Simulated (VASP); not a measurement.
Wanted: the native input for a VASP 6.6.1 run.

| Item | Value |
| --- | --- |
| Task | single point |
| Functional | PBE |
| Potentials or basis | VASP PAW PBE potentials, release 64 (Y_sv) |
| Cutoff | 500 eV |
| k mesh | 6 × 6 × 4 |
| Occupations | gaussian, width 0.05 eV |
| Spin | no spin polarisation |
| Dipole correction | no |
| Further INCAR settings | ALGO = Normal; EDIFF = 1e-06; NBANDS = 18 |

The structure of Y lies in POSCAR:

```
Y
1.0
    3.6666960653      0.0000000000      0.0000000000
   -1.8333480327      3.1754519405      0.0000000000
    0.0000000000      0.0000000000      5.6666977174
Y
2
Direct
    0.3333333333      0.6666666667      0.7500000000
    0.6666666667      0.3333333333      0.2500000000
```

One way to write it, as run:

INCAR

```
PREC = Accurate
ENCUT = 500
EDIFF = 1E-6
ISMEAR = 0
SIGMA = 0.05
LREAL = False
LASPH = True
NELM = 120
ALGO = Normal
ISIF = 2
LWAVE = False
LCHARG = False
GGA = PE
NBANDS = 18
GGA_COMPAT = False
```

KPOINTS

```
Automatic mesh
0
Gamma
  6 6 4
```

Potentials or basis: VASP PAW PBE potentials, release 64 (Y_sv).

The run is started by

```console
$ cat potpaw_PBE.64/Y_sv/POTCAR > POTCAR
$ mpirun -np 1 vasp_std > vasp.out
```

Results of the run:

* Pressure: -0.1 GPa
* Band gap on the k mesh: zero (bands 11 and 12 overlap by 1.48 eV)

Wall time 39 s on 1 thread of AMD EPYC 7R43 64-Core Processor (Zen 3), on a shared host, peak memory 0.16 GiB.
